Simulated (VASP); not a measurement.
# Mg3ZnS4 (P1) in VASP: relaxation of cell and atoms with PBEsol

Aim: the relaxation of cell and atoms of Mg3ZnS4 with PBEsol.

All numbers are computed with VASP 6.6.1; they aren't measurements. Logs are shortened: lines on timing, memory, paths and dates and some standing lists are left out, and cuts for length are marked.

### Step 1. The cell of the first run

The typed cell holds 8 atoms: a = 3.661 Å, b = 3.718 Å, c = 10.188 Å, α = 90.47°, β = 89.08°, γ = 91.07°.

### Step 2. Relaxation of cell and atoms, PBEsol

The input, INCAR:

```
ALGO = Normal
EDIFF = 1E-6
EDIFFG = -0.01
ENCUT = 600
GGA = PS
IBRION = 2
ISIF = 3
ISMEAR = -1
LASPH = T
LCHARG = F
LREAL = F
LWAVE = F
NELM = 100
NSW = 100
PREC = Accurate
SIGMA = 0.05
```

The input, KPOINTS:

```
k-points
0
Gamma
  6 6 2
```

The input, POSCAR:

```
Mg3ZnS4
1.0
    3.6608448832     -0.0342919112      0.0291210873
   -0.0342919112      3.7174416818     -0.0147273078
    0.0822624549     -0.0416023099     10.1870981042
Mg Zn S
3 1 4
Direct
    0.5352973871      0.5256998393      0.7561392401
   -0.0514958340     -0.0041933132      0.5074383089
    0.4843233698      0.5382395024      0.2454242396
    0.0356445667     -0.0141802464     -0.0011070186
   -0.0116247448     -0.0409689631      0.2510094939
    0.4798296972      0.5198126494      0.0011699598
   -0.0073465164      0.0193683275      0.7703327533
    0.4993743412      0.4785885886      0.5014075464
```

Potentials or basis: VASP PAW PBE potentials, release 64 (Mg, Zn, S).

Launch:

```sh
$ cat potpaw_PBE.64/Mg/POTCAR potpaw_PBE.64/Zn/POTCAR potpaw_PBE.64/S/POTCAR > POTCAR
$ mpirun -np 1 vasp_std > vasp.out
```

OUTCAR:

```text
EDIFF = 1E-6
   EDIFFG = -0.01
   ENCUT = 600
   GGA = PS
   IBRION = 2
   ISIF = 3
   ISMEAR = -1
   LASPH = T
   LREAL = F
   NELM = 100
   NSW = 100
   PREC = Accurate

 ion  position               nearest neighbor table
   1  0.535  0.526  0.756-   7 2.47   6 2.50   7 2.55   8 2.60   7 2.71   7 2.73   2 3.41   2 3.53

   2  0.949  0.996  0.507-   8 2.46   8 2.51   5 2.62   8 2.67   7 2.69   8 2.81   1 3.41   1 3.53
                             3 3.59
   3  0.484  0.538  0.245-   5 2.40   5 2.42   6 2.49   8 2.62   5 2.79   5 2.86   2 3.59
   4  0.036  0.986  0.999-   7 2.34   6 2.40   6 2.54   5 2.57   6 2.65   6 2.87
   5  0.988  0.959  0.251-   3 2.40   3 2.42   4 2.57   2 2.62   3 2.79   3 2.86
   6  0.480  0.520  0.001-   4 2.40   3 2.49   1 2.50   4 2.54   4 2.65   4 2.87
   7  0.993  0.019  0.770-   4 2.34   1 2.47   1 2.55   2 2.69   1 2.71   1 2.73
   8  0.499  0.479  0.501-   2 2.46   2 2.51   1 2.60   3 2.62   2 2.67   2 2.81

  LATTYP: Found a triclinic cell.
 ALAT       =     3.6611213080
 B/A-ratio  =     1.4383754973
 C/A-ratio  =     3.9753244577
 COS(alpha) =     0.0009502120
 COS(beta)  =     0.5048366863
 COS(gamma) =     0.7083744055

  Lattice vectors:

 A1 = (  -3.6608448832,   0.0342919112,  -0.0291210873)
 A2 = (  -3.6951367944,   3.7517335930,  -0.0438483951)
 A3 = (  -7.3353683989,  -7.3246972313, -10.2158856632)

Analysis of symmetry for initial positions (statically):
=====================================================================
 Subroutine PRICEL returns:
 Original cell was already a primitive cell.

 Routine SETGRP: Setting up the symmetry group for a
 triclinic supercell.

 Subroutine GETGRP returns: Found  1 space group operations
 (whereof  1 operations were pure point group operations)
 out of a pool of  2 trial point group operations.

The static configuration has the point symmetry C_1 .

Analysis of symmetry for dynamics (positions and initial velocities):
=====================================================================
 Subroutine PRICEL returns:
 Original cell was already a primitive cell.

 Routine SETGRP: Setting up the symmetry group for a
 triclinic supercell.

 Subroutine GETGRP returns: Found  1 space group operations
 (whereof  1 operations were pure point group operations)
 out of a pool of  2 trial point group operations.

The dynamic configuration has the point symmetry C_1 .

 Subroutine INISYM returns: Found  1 space group operations
 (whereof  1 operations are pure point group operations),
 and found     1 'primitive' translations

[... 131 lines left out ...]
   GGA     = PS    functional components
   LHFCALC =     F    Hartree Fock is set to
   AEXX    =    0.0000 exact exchange contribution
   IVDW    =     0    specifies the selected vdW correction
   LEPSILON=     F    determine dielectric tensor
   LRPA    =     F    only Hartree local field effects (RPA)
 conjugate gradient relaxation of ions
 non-spin polarized calculation
  energy-cutoff  :      600.00
  volume of cell :      138.61
 maximum number of plane-waves:      4664
 NGX is ok and might be reduce to    30
   NGX = 15   NGY = 15   NGZ = 41

--------------------------------------- Ionic step        1  -------------------------------------------

 number of electron      41.9999996 magnetization

 Free energy of the ion-electron system (eV)
  ---------------------------------------------------
  ext. energy  EPLUGINS =         0.00000000
  ---------------------------------------------------
  free energy    TOTEN  =       -33.83500753 eV

  energy without entropy =      -33.83500727  energy(sigma->0) =      -33.83500740

------------------------ aborting loop because EDIFF is reached ----------------------------------------

  FORCE on cell =-STRESS in cart. coord.  units (eV):
  Direction    XX          YY          ZZ          XY          YZ          ZX
  --------------------------------------------------------------------------------------
  -------------------------------------------------------------------------------------
  Total        1.2176367     -0.3490096      0.6543212     -0.0123697      0.3261349     -0.6158122
  in kB       14.0742258     -4.0340772      7.5630641     -0.1429765      3.7696769     -7.1179527
  external PRESSURE =       5.8677376 kB  Pullay stress =       0.0000000 kB
[... 107 lines left out ...]
  FREE ENERGIE OF THE ION-ELECTRON SYSTEM (eV)
  ---------------------------------------------------
  free  energy   TOTEN  =       -34.0982863750 eV

  energy  without entropy=      -34.0982857985  energy(sigma->0) =      -34.09828609

[... ionic steps 4 to 31 ...]

--------------------------------------- Ionic step       32  -------------------------------------------

 number of electron      42.0000001 magnetization

------------------------ aborting loop because EDIFF is reached ----------------------------------------
[... 79 lines left out ...]
--------------------------------------- Ionic step       34  -------------------------------------------

 number of electron      41.9999999 magnetization

 Free energy of the ion-electron system (eV)
  ---------------------------------------------------
  ext. energy  EPLUGINS =         0.00000000
  ---------------------------------------------------
  free energy    TOTEN  =       -34.20233659 eV

  energy without entropy =      -34.20233353  energy(sigma->0) =      -34.20233506

 E-fermi :   4.6027     XC(G=0): -10.2035

 val. band max:        4.0676282753   @ k =   0.0000   0.5000   0.0000
 cond. band min:       5.0639352538   @ k =   0.5000   0.5000   0.0000
 fundamental gap:      0.9963069784
 Fermi energy:         4.6027031403

 k-point     1 :       0.0000    0.0000    0.0000
  band No.  band energies     occupation
      1      -9.2054      2.00000
      2      -8.4277      2.00000
      3      -8.3420      2.00000
      4      -7.3734      2.00000
      5      -2.0477      2.00000
      6      -2.0378      2.00000
[... 685 lines left out ...]
     25       9.1232      0.00000
     26       9.2140      0.00000

 [... further k-points ...]

------------------------ aborting loop because EDIFF is reached ----------------------------------------

  FORCE on cell =-STRESS in cart. coord.  units (eV):
  Direction    XX          YY          ZZ          XY          YZ          ZX
  --------------------------------------------------------------------------------------
  -------------------------------------------------------------------------------------
  Total        0.0599980      0.0395344      0.0402451      0.0073928      0.0023553     -0.0019585
  in kB        0.7076606      0.4662978      0.4746808      0.0871961      0.0277800     -0.0231002
  external PRESSURE =       0.5495464 kB  Pullay stress =       0.0000000 kB
[... 23 lines left out ...]
  FREE ENERGIE OF THE ION-ELECTRON SYSTEM (eV)
  ---------------------------------------------------
  free  energy   TOTEN  =       -34.2023365883 eV

  energy  without entropy=      -34.2023335290  energy(sigma->0) =      -34.20233506

 reached required accuracy - stopping structural energy minimisation
```

CONTCAR:

```text
Mg3ZnS4
   1.00000000000000
     3.6358424086496393    0.0000304832825329   -0.0003912123260221
    -0.0007004721602476    3.6367345240728048    0.0002157732295967
     0.0019333238098059   -0.0013894054479236   10.2731925085847458
  Mg              Zn              S
     3     1     4
Direct
     0.4933866164691558    0.5027407165547616    0.7568633786226948
     0.9942103681173758    0.0020978724281312    0.5038256051436629
     0.4952971877064417    0.5037239083230608    0.2512693926794111
     0.0047881197808466    0.0026165339537572    0.0039007029005762
     0.9945594329914457    0.0035353164823422    0.2494874624453882
     0.4944546452294800    0.5024694552583789    0.0040171750186757
     0.9931679083698927    0.0026570031886037    0.7583674399993900
     0.4941379881353708    0.5025255783109678    0.5040833665901946

  0.00000000E+00  0.00000000E+00  0.00000000E+00
  0.00000000E+00  0.00000000E+00  0.00000000E+00
  0.00000000E+00  0.00000000E+00  0.00000000E+00
  0.00000000E+00  0.00000000E+00  0.00000000E+00
  0.00000000E+00  0.00000000E+00  0.00000000E+00
  0.00000000E+00  0.00000000E+00  0.00000000E+00
  0.00000000E+00  0.00000000E+00  0.00000000E+00
  0.00000000E+00  0.00000000E+00  0.00000000E+00
```

Wall time 26 min (1 thread of Intel Xeon 6975P-C (Granite Rapids), shared host); peak memory 0.39 GiB.

What came out:

| Quantity | Value |
| --- | --- |
| Free energy | -34.2023 eV |
| Relaxed volume | 16.98 Å³/atom |
| Relaxed cell | a = 3.636 Å, b = 3.637 Å, c = 10.273 Å, α = 90.00°, β = 90.00°, γ = 90.01° |
| Space group after relaxing (to 0.1 Å) | P4/mmm (No. 123) |
| Energy gained by relaxing | 45.9 meV/atom |
| Ionic steps | 34 |
| Pressure after relaxing | 0.1 GPa |
| Largest force after relaxing | 0.009 eV/Å |
| Band gap on the k mesh | 1.00 eV (least direct gap 1.62 eV) |

Forces on the atoms (eV/Å):
```
Mg   0.003 -0.001 -0.005
Mg   0.001  0.006  0.006
Mg  -0.006 -0.004  0.000
Zn  -0.004  0.000 -0.001
S    0.001 -0.003  0.001
S    0.000  0.003  0.001
S    0.004  0.001  0.005
S    0.002 -0.003 -0.007
```

Step by step:
```tsv
step	energy change (eV)	largest force (eV/Å)	pressure (GPa)	volume (Å³)
1	0.0000	1.1209	0.59	138.61
2	-0.1796	0.6832	-1.03	139.88
3	-0.2633	0.2824	-2.59	141.65
4	-0.3202	0.2958	1.03	135.05
5	-0.3240	0.2793	0.26	136.31
6	-0.3425	0.1541	0.19	136.22
7	-0.3490	0.1326	0.19	136.12
8	-0.3542	0.0870	-0.22	136.68
9	-0.3556	0.0825	-0.55	137.17
10	-0.3591	0.0751	-0.24	136.56
11	-0.3607	0.0762	0.21	135.78
12	-0.3628	0.0604	0.16	135.83
13	-0.3648	0.0382	0.06	135.94
14	-0.3654	0.0336	-0.06	136.12
15	-0.3656	0.0345	-0.16	136.28
16	-0.3659	0.0273	0.01	136.02
17	-0.3660	0.0267	0.08	135.92
18	-0.3663	0.0218	0.04	135.95
19	-0.3666	0.0186	0.00	136.03
20	-0.3667	0.0162	-0.02	136.06
21	-0.3667	0.0161	-0.03	136.08
22	-0.3668	0.0166	0.06	135.96
23	-0.3668	0.0160	0.05	135.95
24	-0.3668	0.0157	0.02	135.97
25	-0.3669	0.0129	-0.03	136.04
26	-0.3669	0.0145	-0.05	136.07
27	-0.3669	0.0152	-0.03	136.04
28	-0.3670	0.0184	0.02	135.96
29	-0.3670	0.0243	0.10	135.81
30	-0.3671	0.0213	0.04	135.88
31	-0.3671	0.0158	0.03	135.90
32	-0.3672	0.0126	-0.02	135.97
33	-0.3673	0.0109	0.01	135.92
34	-0.3673	0.0086	0.05	135.84
```

Final structure:
```
Mg Zn S
1.0
     3.63584    0.00003   -0.00039
    -0.00070    3.63673    0.00022
     0.00193   -0.00139   10.27319
Mg Zn S
3 1 4
Direct
  0.49339 0.50274 0.75686
  0.99421 0.00210 0.50383
  0.49530 0.50372 0.25127
  0.00479 0.00262 0.00390
  0.99456 0.00354 0.24949
  0.49445 0.50247 0.00402
  0.99317 0.00266 0.75837
  0.49414 0.50253 0.50408
```

Caveat: the PAW data sets were made with another functional, which shifts forces and pressure a little. A k mesh can miss the band edges.
